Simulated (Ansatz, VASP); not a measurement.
Two plane-wave programs on Cu

INCAR

```
PREC = Accurate ; ENCUT = 520
EDIFF = 1E-6 ; ISMEAR = 0
SIGMA = 0.15 ; LREAL = F
LASPH = T ; NELM = 60
ALGO = Normal ; ISIF = 2
LWAVE = F ; LCHARG = T
GGA = PS ; LELF = T
LVHAR = T ; NBANDS = 12
```

File KPOINTS:

```
regular mesh
0
Gamma
  22 22 22
```

The input POSCAR:

```
Cu
1.0
    0.0000000000      1.8526875000      1.7623125000
    1.8526875000      0.0000000000      1.7623125000
    1.8526875000      1.8526875000      0.0000000000
Cu
1
Direct
    0.0000000000      0.0000000000      0.0000000000
```

Input for Ansatz:

```yaml
crystal:
  lattice:
    - [0.0, 1.8526875, 1.7623125]
    - [1.8526875, 0.0, 1.7623125]
    - [1.8526875, 1.8526875, 0.0]
  atoms:
    - { symbol: Cu, position: [0.0, 0.0, 0.0] }
basis:
  ecutwfc: 420
kpoints:
  mp_grid: { grid: [22, 22, 22] }
hamiltonian:
  xc: pbesol
scf:
  occupations: { method: gaussian, width: 0.15 }
output:
  forces: true
  stress: true
  eigenvalues: true
```

Change from the starting cell: strain +0.025 along x and y, -0.025 along z, atoms carried along.

Alike in both runs: task single point; functional PBEsol; k mesh 22 × 22 × 22; occupations gaussian, width 0.15 eV; no spin polarisation.

|  | VASP | Ansatz |
| --- | --- | --- |
| version | VASP 6.6.1 | Ansatz 0.2.0 |
| potentials or method | VASP PAW PBE potentials, release 64 (Cu), cutoff 520 eV | scalar-relativistic, plane waves, PAW |
| valence electrons in the cell | 11 | 19 |

VASP gave:

| Property | Result |
| --- | --- |
| gap on the k mesh at the Fermi level (eV) | none |
| pressure (GPa) | -8.8 |
| traceless stress, the component that is largest in VASP (GPa) | 1.52 |

Q: Which values does Ansatz return?

A: gap on the k mesh at the Fermi level (eV): none; pressure (GPa): -9.5; traceless stress, the component that is largest in VASP (GPa): 1.53.

VASP's potentials were made for PBE, not for PBEsol. A gap of «none» marks a metal or a gap that the smearing closes. VASP's potentials hold 11 valence electrons a cell and Ansatz's 19, so a difference there can come from the potentials and not from the codes.
